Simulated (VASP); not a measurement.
# Cu in VASP: notebook

The runs below take Cu through single point, with PBE.

Program: VASP 6.6.1. These are calculated values, not measurements. Logs are shortened: lines on timing, memory, paths and dates and some standing lists are left out, and cuts for length are marked.

### 1 The cell of the first run

Symmetry: Immm, No. 71, orthorhombic system. The conventional cell has a = 2.541 Å, b = 2.669 Å, c = 3.594 Å, α = 90.00°, β = 90.00°, γ = 90.00°. Cu (site symmetry mmm) has 12 Cu at 2.54 to 2.67 Å within 3.4 Å.

### 2 Single point, PBE (uniaxial strain along a: +4.0 %)

Contents of INCAR:

```
SYSTEM = Cu
PREC     = Accurate       ! precision mode
ENCUT    = 520            ! plane-wave cutoff, eV
EDIFF    = 1E-6           ! SCF threshold, eV
ISMEAR   = 0              ! smearing method
SIGMA    = 0.1            ! smearing width, eV
LREAL    = .False.        ! projectors in reciprocal space
LASPH    = .True.         ! aspherical terms in the spheres
NELM     = 80             ! most SCF steps
ALGO     = Fast           ! electronic algorithm
ISIF     = 2              ! what is computed and relaxed
LWAVE    = .False.        ! write WAVECAR
LCHARG   = .False.        ! write CHGCAR
GGA      = PE             ! functional
NBANDS   = 18             ! bands
```

Contents of KPOINTS:

```
Automatic mesh
0
Gamma
  20 20 14
  0 0 0
```

Contents of POSCAR:

```
Cu
1.0
    1.8874974615      1.8874974615      0.0000000000
   -1.7967523912      1.7967523912      0.0000000000
    0.0000000000      0.0000000000      3.5935047825
Cu
2
Direct
    0.0000000000      0.0000000000      0.0000000000
    0.5000000000      0.5000000000      0.5000000000
```

Potentials or basis: VASP PAW PBE potentials, release 64 (Cu).

Launch:

```console
> cat potpaw_PBE.64/Cu/POTCAR > POTCAR
> mpirun -np 1 vasp_std > vasp.out
```

OUTCAR:

```text
SYSTEM = Cu
   PREC = Accurate
   ENCUT = 520
   EDIFF = 1E-6
   ISMEAR = 0
   LREAL = .False.
   LASPH = .True.
   NELM = 80
   ISIF = 2
   GGA = PE

 ion  position               nearest neighbor table
   1  0.000  0.000  0.000-   2 2.57   2 2.57   2 2.57   2 2.57   2 2.57   2 2.57   2 2.57   2 2.57

   2  0.500  0.500  0.500-   1 2.57   1 2.57   1 2.57   1 2.57   1 2.57   1 2.57   1 2.57   1 2.57

  LATTYP: Found a simple orthorhombic cell.
 ALAT       =     2.5409915999
 B/A-ratio  =     1.0505050505
 C/A-ratio  =     1.4142135624

  Lattice vectors:

 A1 = (   1.7967523912,  -1.7967523912,   0.0000000000)
 A2 = (   1.8874974615,   1.8874974615,   0.0000000000)
 A3 = (   0.0000000000,   0.0000000000,   3.5935047825)

Analysis of symmetry for initial positions (statically):
=====================================================================
 Subroutine PRICEL returns following result:

  LATTYP: Found a body centered orthorhombic cell.
 ALAT       =     2.5409915999
 B/A-ratio  =     1.0505050505
 C/A-ratio  =     1.4142135624

  Lattice vectors:

 A1 = (   1.8421249263,   0.0453725351,  -1.7967523913)
 A2 = (  -1.8421249263,  -0.0453725351,  -1.7967523913)
 A3 = (   0.0453725351,   1.8421249263,   1.7967523913)

   2 primitive cells build up your supercell.

 Routine SETGRP: Setting up the symmetry group for a
 simple orthorhombic supercell.

 Subroutine GETGRP returns: Found  8 space group operations
 (whereof  8 operations were pure point group operations)
 out of a pool of  8 trial point group operations.

The static configuration has the point symmetry D_2h.

Analysis of symmetry for dynamics (positions and initial velocities):
=====================================================================
 Subroutine PRICEL returns following result:

  LATTYP: Found a body centered orthorhombic cell.
 ALAT       =     2.5409915999
 B/A-ratio  =     1.0505050505
 C/A-ratio  =     1.4142135624

  Lattice vectors:

 A1 = (   1.8421249263,   0.0453725351,  -1.7967523913)
 A2 = (  -1.8421249263,  -0.0453725351,  -1.7967523913)
 A3 = (   0.0453725351,   1.8421249263,   1.7967523913)

   2 primitive cells build up your supercell.

 Routine SETGRP: Setting up the symmetry group for a
 simple orthorhombic supercell.

 Subroutine GETGRP returns: Found  8 space group operations
 (whereof  8 operations were pure point group operations)
 out of a pool of  8 trial point group operations.

The dynamic configuration has the point symmetry D_2h.

 Subroutine INISYM returns: Found  8 space group operations
 (whereof  8 operations are pure point group operations),
 and found     2 'primitive' translations

----------------------------------------------------------------------------------------

                                     Primitive cell

  volume of cell :      12.1869

  direct lattice vectors                    reciprocal lattice vectors
     1.842124926  0.045372535 -1.796752391     0.264901019  0.264901019 -0.278279858
    -1.842124926 -0.045372535 -1.796752391    -0.278279858  0.278279858 -0.278279858
     0.045372535  1.842124926  1.796752391    -0.013378839  0.543180876  0.000000000

  length of vectors
     2.573674818  2.573674818  2.573674818     0.466674167  0.481994853  0.543345615

  position of ions in fractional coordinates (direct lattice)
     0.000000000  0.000000000  0.000000000

  ion indices of the primitive-cell ions
   primitive index   ion index
                 1           1

----------------------------------------------------------------------------------------

 KPOINTS: Automatic mesh

Automatic generation of k-mesh.
 Grid dimensions read from file:
 generate k-points for:   20   20   14

 Generating k-lattice:

  Cartesian coordinates                     Fractional coordinates (reciprocal lattice)
     0.013245051  0.013245051  0.000000000     0.050000000  0.000000000  0.000000000
    -0.013913993  0.013913993  0.000000000     0.000000000  0.050000000  0.000000000
     0.000000000  0.000000000  0.019877133     0.000000000  0.000000000  0.071428571

  Length of vectors
     0.018731331  0.019677357  0.019877133

  Shift w.r.t. Gamma in fractional coordinates (k-lattice)
     0.000000000  0.000000000  0.000000000

 Subroutine IBZKPT returns following result:
 ===========================================

 Found    968 irreducible k-points:

 Following reciprocal coordinates:
            Coordinates               Weight
  0.000000  0.000000  0.000000      1.000000
  0.050000  0.000000  0.000000      2.000000
  0.100000  0.000000  0.000000      2.000000
  0.150000  0.000000  0.000000      2.000000
  0.200000  0.000000  0.000000      2.000000
  0.250000  0.000000  0.000000      2.000000
[... 16 lines left out ...]
  0.000000  0.100000  0.000000      2.000000
  0.050000  0.100000  0.000000      4.000000
 [... further k-points ...]
   k-points           NKPTS =    968   k-points in BZ     NKDIM =    968   number of bands    NBANDS=     18
   number of dos      NEDOS =    301   number of ions     NIONS =      2
   total plane-waves  NPLWV =  11200
   dimension x,y,z NGX =    20 NGY =   20 NGZ =   28
   dimension x,y,z NGXF=    40 NGYF=   40 NGZF=   56
   ions per type =               2
   NGX,Y,Z   is equivalent  to a cutoff of  12.46, 13.09, 12.95 a.u.
   NGXF,Y,Z  is equivalent  to a cutoff of  24.91, 26.17, 25.91 a.u.
 SYSTEM =  Cu
   PREC   = accura    normal or accurate (medium, high low for compatibility)
   ISTART =      0    job   : 0-new  1-cont  2-samecut
   ICHARG =      2    charge: 1-file 2-atom 10-const
   ISPIN  =      1    spin polarized calculation?
   LNONCOLLINEAR =      F non collinear calculations
   LSORBIT =      F    spin-orbit coupling
   LASPH  =      T    aspherical Exc in radial PAW
   ENCUT  =  520.0 eV  38.22 Ry    6.18 a.u.   4.96  4.72  6.68*2*pi/ulx,y,z
   NELM   =     80;   NELMIN=  2; NELMDL= -5     # of ELM steps
   EDIFF  = 0.1E-05   stopping-criterion for ELM
   LREAL  =      F    real-space projection
   EDIFFG = 0.1E-04   stopping-criterion for IOM
   NSW    =      0    number of steps for IOM
   IBRION =     -1    ionic relax: 0-MD 1-quasi-New 2-CG
   NFREE  =      0    steps in history (QN), initial steepest desc. (CG)
   ISIF   =      2    stress and relaxation
   ISYM   =      2    0-nonsym 1-usesym 2-fastsym
   POTIM  = 0.5000    time-step for ionic-motion
   TEBEG  =    0.0;   TEEND  =   0.0 temperature during run
   PSTRESS=    0.0 pullay stress
   NELECT =      22.0000    total number of electrons
   NUPDOWN=      -1.0000    fix difference up-down
   EMIN   =  10.00;   EMAX   =-10.00  energy-range for DOS
   EFERMI =   0.00;   METHOD = LEGACY
   ISMEAR =     0;   SIGMA  =   0.10  broadening in eV -4-tet -1-fermi 0-gaus
   EFERMI_NEDOS =   21; number of points for ismear=-14 and -15
   IALGO  =     68    algorithm
   IMIX   =      4    mixing-type and parameters
     AMIX     =   0.40;   BMIX     =  1.00
     AMIX_MAG =   1.60;   BMIX_MAG =  1.00
  volume/ion in A,a.u.               =      12.19        82.24
  Fermi-wavevector in a.u.,A,eV,Ry     =   1.582127  2.989787 34.057111  2.503127
  Thomas-Fermi vector in A             =   2.682098
   LORBIT       =      0    0 simple, 1 ext, 2 COOP (PROOUT), +10 PAW based schemes
   GGA     = PE    functional components
   LHFCALC =     F    Hartree Fock is set to
   AEXX    =    0.0000 exact exchange contribution
   IVDW    =     0    specifies the selected vdW correction
   LEPSILON=     F    determine dielectric tensor
   LRPA    =     F    only Hartree local field effects (RPA)
 non-spin polarized calculation
 RMM-DIIS sequential band-by-band and
 Gauss-broadening in eV      SIGMA  =   0.10
  energy-cutoff  :      520.00
  volume of cell :       24.37
 maximum number of plane-waves:       674
 NGX is ok and might be reduce to    20
   NGX =  9   NGY =  9   NGZ = 13

 number of electron      21.9999991 magnetization

 Free energy of the ion-electron system (eV)
  ---------------------------------------------------
  ext. energy  EPLUGINS =         0.00000000
  ---------------------------------------------------
  free energy    TOTEN  =        -7.44041138 eV

  energy without entropy =       -7.43679227  energy(sigma->0) =       -7.43860182

 E-fermi :   7.2121     XC(G=0): -12.5437

 val. band max:        7.2052759842   @ k =   0.1500   0.5000   0.0714
 cond. band min:       7.2181655486   @ k =   0.1000   0.5000   0.3571
 fundamental gap:      0.0128895645
 Fermi energy:         7.2120881983

 k-point     1 :       0.0000    0.0000    0.0000
  band No.  band energies     occupation
      1      -1.9117      2.00000
      2       2.5195      2.00000
      3       2.9250      2.00000
      4       4.1112      2.00000
      5       4.3130      2.00000
      6       4.3570      2.00000
[... 10 lines left out ...]
     17      26.9906      0.00000
     18      29.2472      0.00000

 k-point     2 :       0.0500    0.0000    0.0000
  band No.  band energies     occupation
      1      -1.8562      2.00000
      2       2.5435      2.00000
      3       2.9383      2.00000
      4       4.1016      2.00000
      5       4.3197      2.00000
      6       4.3662      2.00000
[... 10 lines left out ...]
     17      27.1380      0.00000
     18      28.7564      0.00000

 k-point     3 :       0.1000    0.0000    0.0000
  band No.  band energies     occupation
      1      -1.6906      2.00000
      2       2.6132      2.00000
      3       2.9772      2.00000
      4       4.0740      2.00000
      5       4.3370      2.00000
      6       4.3934      2.00000
[... 10 lines left out ...]
     17      27.5755      0.00000
     18      27.7808      0.00000

 k-point     4 :       0.1500    0.0000    0.0000
  band No.  band energies     occupation
      1      -1.4174      2.00000
      2       2.7222      2.00000
      3       3.0382      2.00000
      4       4.0318      2.00000
      5       4.3574      2.00000
      6       4.4380      2.00000
[... 375 lines left out ...]
      4       3.8266      2.00000
      5       3.8840      2.00000
      6       3.8840      2.00000
[... 10 lines left out ...]
     17      26.1497      0.00000
     18      26.1497      0.00000

 k-point    23 :       0.0000    0.1000    0.0000
  band No.  band energies     occupation
      1      -1.6659      2.00000
      2       2.6319      2.00000
      3       2.9983      2.00000
      4       4.1567      2.00000
      5       4.2974      2.00000
      6       4.3868      2.00000
[... 10 lines left out ...]
     17      28.8616      0.00000
     18      29.4032      0.00000

 k-point    24 :       0.0500    0.1000    0.0000
  band No.  band energies     occupation
      1      -1.6109      2.00000
      2       2.6541      2.00000
      3       3.0127      2.00000
      4       4.1261      2.00000
      5       4.3277      2.00000
      6       4.3949      2.00000
[... 10 lines left out ...]
     17      28.7284      0.00000
     18      29.5943      0.00000

 [... further k-points ...]
[... 5 lines left out ...]
  --------------------------------------------------------------------------------------
  -------------------------------------------------------------------------------------
  Total       -0.2504328     -0.2504328     -0.1578009     -0.5520914      0.0000000      0.0000000
  in kB      -16.4618601    -16.4618601    -10.3728300    -36.2909843      0.0000000      0.0000000
  external PRESSURE =     -14.4321834 kB  Pullay stress =       0.0000000 kB

 VOLUME and BASIS-vectors are now :
 -----------------------------------------------------------------------------
  energy-cutoff  :      520.00
  volume of cell :       24.37
      direct lattice vectors                 reciprocal lattice vectors
     1.887497461  1.887497461  0.000000000     0.264901019  0.264901019  0.000000000
    -1.796752391  1.796752391  0.000000000    -0.278279858  0.278279858  0.000000000
     0.000000000  0.000000000  3.593504783     0.000000000  0.000000000  0.278279858

 POSITION                                       TOTAL-FORCE (eV/Angst)
 -----------------------------------------------------------------------------------
      0.00000      0.00000      0.00000         0.000000      0.000000      0.000000
      0.04537      1.84212      1.79675        -0.000000     -0.000000     -0.000000
 -----------------------------------------------------------------------------------
    total drift:                               -0.000000      0.000000      0.000000

  FREE ENERGIE OF THE ION-ELECTRON SYSTEM (eV)
  ---------------------------------------------------
  free  energy   TOTEN  =        -7.4404113803 eV

  energy  without entropy=       -7.4367922691  energy(sigma->0) =       -7.43860182
```

Run time: 8.8 min. Hardware: 1 thread of Intel Xeon 8259CL, shared host; peak memory 0.43 GiB.

What came out:

| Item | Value |
| --- | --- |
| Free energy | -7.4404 eV |
| Pressure | -1.4 GPa |
| Band gap on the k mesh | zero (band 11 reaches 13.11 eV, above the bottom of band 12 at 5.28 eV) |

Caveat: the cell differs from its parent crystal (uniaxial strain along a: +4.0 %).

(Continued in part 2 of 2.)
